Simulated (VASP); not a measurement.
# AlP (F-43m) in VASP: a series of runs, part 2 of 2

VASP 6.6.1. The steps go on from the part before.

### 3 Relaxation of cell and atoms, PBE

This run uses another cell than the first one, of 20.25 Å³/atom, 1.392 times its volume.

INCAR reads:

```
PREC = Accurate ; ENCUT = 500
EDIFF = 1E-7 ; ISMEAR = 0
SIGMA = 0.02 ; LREAL = False
LASPH = True ; NELM = 120
ALGO = Normal ; ISIF = 3
LWAVE = False ; LCHARG = False
GGA = PE ; IBRION = 2
NSW = 100 ; EDIFFG = -0.01
GGA_COMPAT = False ; NELMIN = 4
```

KPOINTS reads:

```
regular mesh
0
Gamma
  8 8 8
```

POSCAR reads:

```
AlP
1.0
    0.0000000000      2.7255001100      2.7255001100
    2.7255001100      0.0000000000      2.7255001100
    2.7255001100      2.7255001100      0.0000000000
Al P
1 1
Direct
    0.0000000000      0.0000000000      0.0000000000
    0.7500000000      0.7500000000      0.7500000000
```

Potentials or basis: VASP PAW PBE potentials, release 64 (Al, P).

Command:

```console
$ cat potpaw_PBE.64/Al/POTCAR potpaw_PBE.64/P/POTCAR > POTCAR
$ mpirun -np 1 vasp_std > vasp.out
```

OUTCAR:

```text
PREC = Accurate
   ENCUT = 500
   EDIFF = 1E-7
   ISMEAR = 0
   LREAL = False
   LASPH = True
   NELM = 120
   ISIF = 3
   GGA = PE
   IBRION = 2
   NSW = 100
   EDIFFG = -0.01
   NELMIN = 4

 ion  position               nearest neighbor table
   1  0.000  0.000  0.000-   2 2.36   2 2.36   2 2.36   2 2.36
   2  0.750  0.750  0.750-   1 2.36   1 2.36   1 2.36   1 2.36

  LATTYP: Found a face centered cubic cell.
 ALAT       =     5.4510002200

  Lattice vectors:

 A1 = (   0.0000000000,   2.7255001100,   2.7255001100)
 A2 = (   2.7255001100,   0.0000000000,   2.7255001100)
 A3 = (   2.7255001100,   2.7255001100,   0.0000000000)

Analysis of symmetry for initial positions (statically):
=====================================================================
 Subroutine PRICEL returns:
 Original cell was already a primitive cell.

 Routine SETGRP: Setting up the symmetry group for a
 face centered cubic supercell.

 Subroutine GETGRP returns: Found 24 space group operations
 (whereof 24 operations were pure point group operations)
 out of a pool of 48 trial point group operations.

The static configuration has the point symmetry T_d .

Analysis of symmetry for dynamics (positions and initial velocities):
=====================================================================
 Subroutine PRICEL returns:
 Original cell was already a primitive cell.

 Routine SETGRP: Setting up the symmetry group for a
 face centered cubic supercell.

 Subroutine GETGRP returns: Found 24 space group operations
 (whereof 24 operations were pure point group operations)
 out of a pool of 48 trial point group operations.

The dynamic configuration has the point symmetry T_d .

 Subroutine INISYM returns: Found 24 space group operations
 (whereof 24 operations are pure point group operations),
 and found     1 'primitive' translations

[... 129 lines left out ...]
  volume of cell :       40.49
 maximum number of plane-waves:      1056
   NGX = 13   NGY = 13   NGZ = 13

--------------------------------------- Ionic step        1  -------------------------------------------

 number of electron       8.0000000 magnetization

 Free energy of the ion-electron system (eV)
  ---------------------------------------------------
  ext. energy  EPLUGINS =         0.00000000
  ---------------------------------------------------
  free energy    TOTEN  =       -10.36676728 eV

  energy without entropy =      -10.36676728  energy(sigma->0) =      -10.36676728

------------------------ aborting loop because EDIFF is reached ----------------------------------------

  FORCE on cell =-STRESS in cart. coord.  units (eV):
  Direction    XX          YY          ZZ          XY          YZ          ZX
  --------------------------------------------------------------------------------------
  -------------------------------------------------------------------------------------
  Total        0.6664991      0.6664991      0.6664991      0.0000000      0.0000000      0.0000000
  in kB       26.3719056     26.3719056     26.3719056      0.0000000      0.0000000      0.0000000
  external PRESSURE =      26.3719056 kB  Pullay stress =       0.0000000 kB
[... 59 lines left out ...]
--------------------------------------- Ionic step        3  -------------------------------------------

 number of electron       8.0000001 magnetization

 Free energy of the ion-electron system (eV)
  ---------------------------------------------------
  ext. energy  EPLUGINS =         0.00000000
  ---------------------------------------------------
  free energy    TOTEN  =       -10.37660451 eV

  energy without entropy =      -10.37660451  energy(sigma->0) =      -10.37660451

 E-fermi :   4.4378     XC(G=0):  -9.1122

 val. band max:        4.3548670856   @ k =   0.0000   0.0000   0.0000
 cond. band min:       5.9826312145   @ k =   0.5000   0.5000   0.0000
 fundamental gap:      1.6277641288
 Fermi energy:         4.4377549263

 k-point     1 :       0.0000    0.0000    0.0000
  band No.  band energies     occupation
      1      -7.0093      2.00000
      2       4.3549      2.00000
      3       4.3549      2.00000
      4       4.3549      2.00000
      5       7.4483      0.00000
      6       8.8812      0.00000
      7       8.8812      0.00000
      8       8.8812      0.00000
[... 243 lines left out ...]
 k-point    24 :      -0.3750    0.2500    0.1250
  band No.  band energies     occupation
      1      -5.0895      2.00000
      2      -0.7222      2.00000
      3       1.8178      2.00000
      4       2.9102      2.00000
      5       8.2753      0.00000
      6       8.8529      0.00000
      7      11.1633      0.00000
      8      11.9784      0.00000

 [... further k-points ...]

------------------------ aborting loop because EDIFF is reached ----------------------------------------

  FORCE on cell =-STRESS in cart. coord.  units (eV):
  Direction    XX          YY          ZZ          XY          YZ          ZX
  --------------------------------------------------------------------------------------
  -------------------------------------------------------------------------------------
  Total        0.0009074      0.0009074      0.0009074      0.0000000     -0.0000000      0.0000000
  in kB        0.0348482      0.0348482      0.0348482      0.0000000     -0.0000000      0.0000000
  external PRESSURE =       0.0348482 kB  Pullay stress =       0.0000000 kB
[... 17 lines left out ...]
  FREE ENERGIE OF THE ION-ELECTRON SYSTEM (eV)
  ---------------------------------------------------
  free  energy   TOTEN  =       -10.3766045109 eV

  energy  without entropy=      -10.3766045109  energy(sigma->0) =      -10.37660451

 reached required accuracy - stopping structural energy minimisation
```

OSZICAR:

```text
N       E                     dE             d eps       ncg     rms          rms(c)
DAV:   1     0.124888461676E+02    0.12489E+02   -0.30703E+03   464   0.726E+02
DAV:   2    -0.101779081574E+02   -0.22667E+02   -0.21348E+02   640   0.911E+01
DAV:   3    -0.107170110250E+02   -0.53910E+00   -0.53910E+00   616   0.183E+01
[... 27 lines left out ...]
DAV:   4    -0.103766161859E+02    0.37241E-04   -0.60916E-05   568   0.565E-02    0.456E-02
DAV:   5    -0.103766032885E+02    0.12897E-04   -0.21497E-05   536   0.280E-02    0.186E-02
DAV:   6    -0.103766042328E+02   -0.94423E-06   -0.97551E-07   616   0.759E-03    0.687E-03
DAV:   7    -0.103766045889E+02   -0.35615E-06   -0.19887E-07   496   0.280E-03    0.241E-03
DAV:   8    -0.103766045109E+02    0.77965E-07   -0.45134E-09   232   0.504E-04
   3 F= -.10376605E+02 E0= -.10376605E+02  d E =-.983723E-02
```

CONTCAR:

```text
AlP
   1.00000000000000
     0.0000000000000000    2.7527824814659247    2.7527824814659247
     2.7527824814659247    0.0000000000000000    2.7527824814659247
     2.7527824814659247    2.7527824814659247    0.0000000000000000
  Al              P
     1     1
Direct
     0.0000000000000000    0.0000000000000000    0.0000000000000000
     0.7500000000000000    0.7500000000000000    0.7500000000000000

  0.00000000E+00  0.00000000E+00  0.00000000E+00
  0.00000000E+00  0.00000000E+00  0.00000000E+00
```

It took 26 s on 1 thread of Intel Xeon Platinum 8259CL at 2.50GHz (Skylake/Cascade Lake), shared host; peak memory 0.15 GiB.

What came out:

```yaml
Free_energy: -10.3766 eV
Relaxed_volume: 20.86 Å³/atom
Relaxed_cell: a = 3.893 Å, b = 3.893 Å, c = 3.893 Å, α = 60.00°, β = 60.00°, γ = 60.00°
Space_group_after_relaxing_to_0.05_Å: F-43m (No. 216)
Energy_gained_by_relaxing: 4.9 meV/atom
Ionic_steps: 3
Pressure_after_relaxing: 0.0 GPa
Band_gap_on_the_k_mesh: 1.63 eV, indirect (least direct gap 3.09 eV)
```

The path:
```
step  energy change (eV)  largest force (eV/Å)  pressure (GPa)  volume (Å³)
   1              0.0000                0.0000            2.64        40.49
   2             -0.0064                0.0000           -1.43        42.48
   3             -0.0098                0.0000            0.00        41.72
```

Final structure:
```xyz
2
Lattice="0.0000 2.7528 2.7528 2.7528 0.0000 2.7528 2.7528 2.7528 0.0000" Properties=species:S:1:pos:R:3 pbc="T T T"
Al    0.0000    0.0000    0.0000
P     4.1292    4.1292    4.1292
```

A k mesh can miss the band edges. PBE usually gives volumes a little too large and moduli too small.
